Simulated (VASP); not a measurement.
# NaCd (Fm-3m) in VASP: notebook

Runs on NaCd. Level: PBE. Tasks: single point, relaxation of cell and atoms.

Everything below comes from runs of VASP 6.6.1. Logs are shortened: lines on timing, memory, paths and dates and some standing lists are left out, and cuts for length are marked.

### Step 1. The cell of the first run

It takes space group Fm-3m (No. 225, cubic). The conventional cell has a = 6.347 Å, b = 6.347 Å, c = 6.347 Å, α = 90.00°, β = 90.00°, γ = 90.00°. Na (site symmetry m-3m) has 6 Cd at 3.17 Å within 4.2 Å. Within 4.2 Å of Cd (site symmetry m-3m) lie 6 Na at 3.17 Å.

The cell was generated, and may not be a known phase.

### Step 2. Single point, PBE

INCAR reads:

```
SYSTEM = NaCd
PREC = Accurate
ENCUT = 520
EDIFF = 1E-7
ISMEAR = 0
SIGMA = 0.1
LREAL = .FALSE.
LASPH = .TRUE.
NELM = 100
ALGO = Normal
ISIF = 2
LWAVE = .FALSE.
LCHARG = .FALSE.
GGA = PE
NBANDS = 16
```

KPOINTS reads:

```
Automatic mesh
0
G
  16 16 16
  0 0 0
```

POSCAR reads:

```
NaCd
1.0
    0.0000000000      3.1736771191      3.1736771191
    3.1736771191      0.0000000000      3.1736771191
    3.1736771191      3.1736771191      0.0000000000
Na Cd
1 1
Direct
    0.5000000000      0.5000000000      0.5000000000
    0.0000000000      0.0000000000      0.0000000000
```

Potentials or basis: VASP PAW PBE potentials, release 64 (Na_pv, Cd).

Started as:

```bash
cat potpaw_PBE.64/Na_pv/POTCAR potpaw_PBE.64/Cd/POTCAR > POTCAR
mpirun -np 1 vasp_std > vasp.out
```

OUTCAR:

```text
SYSTEM = NaCd
   PREC = Accurate
   ENCUT = 520
   EDIFF = 1E-7
   ISMEAR = 0
   LREAL = .FALSE.
   LASPH = .TRUE.
   NELM = 100
   ISIF = 2
   GGA = PE

 ion  position               nearest neighbor table
   1  0.500  0.500  0.500-   2 3.17   2 3.17   2 3.17   2 3.17   2 3.17   2 3.17
   2  0.000  0.000  0.000-   1 3.17   1 3.17   1 3.17   1 3.17   1 3.17   1 3.17

  LATTYP: Found a face centered cubic cell.
 ALAT       =     6.3473542382

  Lattice vectors:

 A1 = (   0.0000000000,   3.1736771191,   3.1736771191)
 A2 = (   3.1736771191,   0.0000000000,   3.1736771191)
 A3 = (   3.1736771191,   3.1736771191,   0.0000000000)

Analysis of symmetry for initial positions (statically):
=====================================================================
 Subroutine PRICEL returns:
 Original cell was already a primitive cell.

 Routine SETGRP: Setting up the symmetry group for a
 face centered cubic supercell.

 Subroutine GETGRP returns: Found 48 space group operations
 (whereof 48 operations were pure point group operations)
 out of a pool of 48 trial point group operations.

The static configuration has the point symmetry O_h .

Analysis of symmetry for dynamics (positions and initial velocities):
=====================================================================
 Subroutine PRICEL returns:
 Original cell was already a primitive cell.

 Routine SETGRP: Setting up the symmetry group for a
 face centered cubic supercell.

 Subroutine GETGRP returns: Found 48 space group operations
 (whereof 48 operations were pure point group operations)
 out of a pool of 48 trial point group operations.

The dynamic configuration has the point symmetry O_h .

 Subroutine INISYM returns: Found 48 space group operations
 (whereof 48 operations are pure point group operations),
 and found     1 'primitive' translations

----------------------------------------------------------------------------------------

                                     Primitive cell

  volume of cell :      63.9320

  direct lattice vectors                    reciprocal lattice vectors
     0.000000000  3.173677119  3.173677119    -0.157545957  0.157545957  0.157545957
     3.173677119  0.000000000  3.173677119     0.157545957 -0.157545957  0.157545957
     3.173677119  3.173677119  0.000000000     0.157545957  0.157545957 -0.157545957

  length of vectors
     4.488257224  4.488257224  4.488257224     0.272877603  0.272877603  0.272877603

  position of ions in fractional coordinates (direct lattice)
     0.500000000  0.500000000  0.500000000
     0.000000000  0.000000000  0.000000000

  ion indices of the primitive-cell ions
   primitive index   ion index
                 1           1
                 2           2

----------------------------------------------------------------------------------------

 KPOINTS: Automatic mesh

Automatic generation of k-mesh.
 Grid dimensions read from file:
 generate k-points for:   16   16   16

 Generating k-lattice:

  Cartesian coordinates                     Fractional coordinates (reciprocal lattice)
    -0.009846622  0.009846622  0.009846622     0.062500000  0.000000000  0.000000000
     0.009846622 -0.009846622  0.009846622     0.000000000  0.062500000  0.000000000
     0.009846622  0.009846622 -0.009846622     0.000000000  0.000000000  0.062500000

  Length of vectors
     0.017054850  0.017054850  0.017054850

  Shift w.r.t. Gamma in fractional coordinates (k-lattice)
     0.000000000  0.000000000  0.000000000

 Subroutine IBZKPT returns following result:
 ===========================================

 Found    145 irreducible k-points:

 Following reciprocal coordinates:
            Coordinates               Weight
  0.000000  0.000000  0.000000      1.000000
  0.062500  0.000000  0.000000      8.000000
  0.125000  0.000000  0.000000      8.000000
  0.187500  0.000000  0.000000      8.000000
  0.250000  0.000000  0.000000      8.000000
  0.312500  0.000000  0.000000      8.000000
[... 16 lines left out ...]
 -0.125000  0.062500  0.000000     24.000000
 -0.062500  0.062500  0.000000     12.000000
 [... further k-points ...]
   k-points           NKPTS =    145   k-points in BZ     NKDIM =    145   number of bands    NBANDS=     16
   number of dos      NEDOS =    301   number of ions     NIONS =      2
   total plane-waves  NPLWV =  46656
   dimension x,y,z NGX =    36 NGY =   36 NGZ =   36
   dimension x,y,z NGXF=    72 NGYF=   72 NGZF=   72
   ions per type =               1   1
   NGX,Y,Z   is equivalent  to a cutoff of  13.33, 13.33, 13.33 a.u.
   NGXF,Y,Z  is equivalent  to a cutoff of  26.67, 26.67, 26.67 a.u.
 SYSTEM =  NaCd
   PREC   = accura    normal or accurate (medium, high low for compatibility)
   ISTART =      0    job   : 0-new  1-cont  2-samecut
   ICHARG =      2    charge: 1-file 2-atom 10-const
   ISPIN  =      1    spin polarized calculation?
   LNONCOLLINEAR =      F non collinear calculations
   LSORBIT =      F    spin-orbit coupling
   LASPH  =      T    aspherical Exc in radial PAW
   ENCUT  =  520.0 eV  38.22 Ry    6.18 a.u.   8.35  8.35  8.35*2*pi/ulx,y,z
   NELM   =    100;   NELMIN=  2; NELMDL= -5     # of ELM steps
   EDIFF  = 0.1E-06   stopping-criterion for ELM
   LREAL  =      F    real-space projection
   EDIFFG = 0.1E-05   stopping-criterion for IOM
   NSW    =      0    number of steps for IOM
   IBRION =     -1    ionic relax: 0-MD 1-quasi-New 2-CG
   NFREE  =      0    steps in history (QN), initial steepest desc. (CG)
   ISIF   =      2    stress and relaxation
   ISYM   =      2    0-nonsym 1-usesym 2-fastsym
   POTIM  = 0.5000    time-step for ionic-motion
   TEBEG  =    0.0;   TEEND  =   0.0 temperature during run
   PSTRESS=    0.0 pullay stress
   NELECT =      19.0000    total number of electrons
   NUPDOWN=      -1.0000    fix difference up-down
   EMIN   =  10.00;   EMAX   =-10.00  energy-range for DOS
   EFERMI =   0.00;   METHOD = LEGACY
   ISMEAR =     0;   SIGMA  =   0.10  broadening in eV -4-tet -1-fermi 0-gaus
   EFERMI_NEDOS =   21; number of points for ismear=-14 and -15
   IALGO  =     38    algorithm
   IMIX   =      4    mixing-type and parameters
     AMIX     =   0.40;   BMIX     =  1.00
     AMIX_MAG =   1.60;   BMIX_MAG =  1.00
  volume/ion in A,a.u.               =      31.97       215.72
  Fermi-wavevector in a.u.,A,eV,Ry     =   1.092496  2.064519 16.239207  1.193548
  Thomas-Fermi vector in A             =   2.228763
   LORBIT       =      0    0 simple, 1 ext, 2 COOP (PROOUT), +10 PAW based schemes
   GGA     = PE    functional components
   LHFCALC =     F    Hartree Fock is set to
   AEXX    =    0.0000 exact exchange contribution
   IVDW    =     0    specifies the selected vdW correction
   LEPSILON=     F    determine dielectric tensor
   LRPA    =     F    only Hartree local field effects (RPA)
 non-spin polarized calculation
 Gauss-broadening in eV      SIGMA  =   0.10
  energy-cutoff  :      520.00
  volume of cell :       63.93
 maximum number of plane-waves:      1759
 NGX is ok and might be reduce to    36
   NGX = 17   NGY = 17   NGZ = 17

 number of electron      19.0000008 magnetization

 Free energy of the ion-electron system (eV)
  ---------------------------------------------------
  ext. energy  EPLUGINS =         0.00000000
  ---------------------------------------------------
  free energy    TOTEN  =        -1.85654897 eV

  energy without entropy =       -1.84996837  energy(sigma->0) =       -1.85325867

 E-fermi :   0.5952     XC(G=0):  -7.9345

 val. band max:        0.5938926452   @ k =  -0.3125   0.3125   0.0000
 cond. band min:       0.6104314920   @ k =  -0.3125   0.4375   0.1875
 fundamental gap:      0.0165388468
 Fermi energy:         0.5952264724

 k-point     1 :       0.0000    0.0000    0.0000
  band No.  band energies     occupation
      1     -23.9431      2.00000
      2     -23.9431      2.00000
      3     -23.9431      2.00000
      4      -8.1040      2.00000
      5      -8.1040      2.00000
      6      -8.0902      2.00000
[... 8 lines left out ...]
     15       8.1776      0.00000
     16       8.6669      0.00000

 k-point     2 :       0.0625    0.0000    0.0000
  band No.  band energies     occupation
      1     -23.9433      2.00000
      2     -23.9431      2.00000
      3     -23.9431      2.00000
      4      -8.1040      2.00000
      5      -8.1040      2.00000
      6      -8.0901      2.00000
[... 8 lines left out ...]
     15       8.2979      0.00000
     16       8.9118      0.00000

 k-point     3 :       0.1250    0.0000    0.0000
  band No.  band energies     occupation
      1     -23.9439      2.00000
      2     -23.9433      2.00000
      3     -23.9433      2.00000
      4      -8.1047      2.00000
      5      -8.1047      2.00000
      6      -8.0901      2.00000
[... 8 lines left out ...]
     15       8.5908      0.00000
     16       9.3728      0.00000

 k-point     4 :       0.1875    0.0000    0.0000
  band No.  band energies     occupation
      1     -23.9449      2.00000
      2     -23.9435      2.00000
      3     -23.9435      2.00000
      4      -8.1067      2.00000
      5      -8.1067      2.00000
      6      -8.0903      2.00000
[... 8 lines left out ...]
     15       8.7178      0.00000
     16       9.5633      0.00000
[... 324 lines left out ...]
 k-point    22 :      -0.1875    0.0625    0.0000
  band No.  band energies     occupation
      1     -23.9453      2.00000
      2     -23.9437      2.00000
      3     -23.9435      2.00000
      4      -8.1077      2.00000
      5      -8.1069      2.00000
      6      -8.0907      2.00000
[... 8 lines left out ...]
     15       8.5581      0.00000
     16       9.2085      0.00000

 k-point    23 :      -0.1250    0.0625    0.0000
  band No.  band energies     occupation
      1     -23.9443      2.00000
      2     -23.9434      2.00000
      3     -23.9433      2.00000
      4      -8.1058      2.00000
      5      -8.1046      2.00000
      6      -8.0909      2.00000
[... 8 lines left out ...]
     15       8.6031      0.00000
     16       9.1463      0.00000

 k-point    24 :      -0.0625    0.0625    0.0000
  band No.  band energies     occupation
      1     -23.9436      2.00000
      2     -23.9433      2.00000
      3     -23.9432      2.00000
      4      -8.1048      2.00000
      5      -8.1036      2.00000
      6      -8.0907      2.00000
[... 8 lines left out ...]
     15       8.4226      0.00000
     16       9.5799      0.00000

 [... further k-points ...]
[... 5 lines left out ...]
  --------------------------------------------------------------------------------------
  -------------------------------------------------------------------------------------
  Total        0.0067363      0.0067363      0.0067363      0.0000000      0.0000000      0.0000000
  in kB        0.1688149      0.1688149      0.1688149      0.0000000      0.0000000      0.0000000
  external PRESSURE =       0.1688149 kB  Pullay stress =       0.0000000 kB

 VOLUME and BASIS-vectors are now :
 -----------------------------------------------------------------------------
  energy-cutoff  :      520.00
  volume of cell :       63.93
      direct lattice vectors                 reciprocal lattice vectors
     0.000000000  3.173677119  3.173677119    -0.157545957  0.157545957  0.157545957
     3.173677119  0.000000000  3.173677119     0.157545957 -0.157545957  0.157545957
     3.173677119  3.173677119  0.000000000     0.157545957  0.157545957 -0.157545957

 POSITION                                       TOTAL-FORCE (eV/Angst)
 -----------------------------------------------------------------------------------
      3.17368      3.17368      3.17368        -0.000000     -0.000000     -0.000000
      0.00000      0.00000      0.00000         0.000000      0.000000      0.000000
 -----------------------------------------------------------------------------------
    total drift:                                0.000000      0.000000      0.000000

  FREE ENERGIE OF THE ION-ELECTRON SYSTEM (eV)
  ---------------------------------------------------
  free  energy   TOTEN  =        -1.8565489720 eV

  energy  without entropy=       -1.8499683706  energy(sigma->0) =       -1.85325867
```

It took 51 s on 1 thread of Intel Xeon 6975P-C (Granite Rapids), shared host; peak memory 0.3 GiB.

What came out:

```
Free energy            : -1.8565 eV
Pressure               : 0.0 GPa
Band gap on the k mesh : zero (an odd number of electrons rules out a gap without spin polarisation)
```

Levels at points of the mesh, in eV from the Fermi level:
```csv
k point,band 7,band 8,band 9,band 10,band 11,band 12
"(0.00, 0.00, 0.00)",-8.69,-8.69,-5.27,5.11,5.11,5.11
"(0.50, 0.00, 0.00)",-8.63,-8.63,-3.12,-1.33,4.08,4.08
"(0.50, 0.50, 0.00)",-8.61,-8.61,-2.35,-0.70,2.29,2.29
```

(Part 1 of 2 ends here.)

The gap in the log of VASP goes by the Fermi energy; the results here count the filled bands.